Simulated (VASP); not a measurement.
ScAl3:

```
Sc Al
1.0
     4.10533    0.00000    0.00000
     0.00000    4.10533    0.00000
     0.00000    0.00000    4.10533
Sc Al
1 3
Cartesian
  0.0000 0.0000 0.0000
  2.0527 0.0000 2.0527
  0.0000 2.0527 2.0527
  2.0527 2.0527 0.0000
```

Base run:

* Program: VASP 6.6.1
* Functional: r2SCAN
* Potentials or basis: VASP PAW PBE potentials, release 64 (Sc_sv, Al)
* Cutoff: 520 eV
* k mesh: 10 × 10 × 10
* Occupations: gaussian, width 0.1 eV
* Spin: no spin polarisation

Its results: band gap on the k mesh zero (band 10 reaches 8.15 eV, above the bottom of band 11 at 3.94 eV); pressure -1.3 GPa.

Question: The run is repeated on the same cell with these changes: functional from r2SCAN to PBEsol. What comes out?

Answer: Band gap on the k mesh zero (band 10 reaches 7.90 eV, above the bottom of band 11 at 4.16 eV); pressure -2.1 GPa.

Caveats: the PAW data sets were made with another functional, which shifts forces and pressure a little.
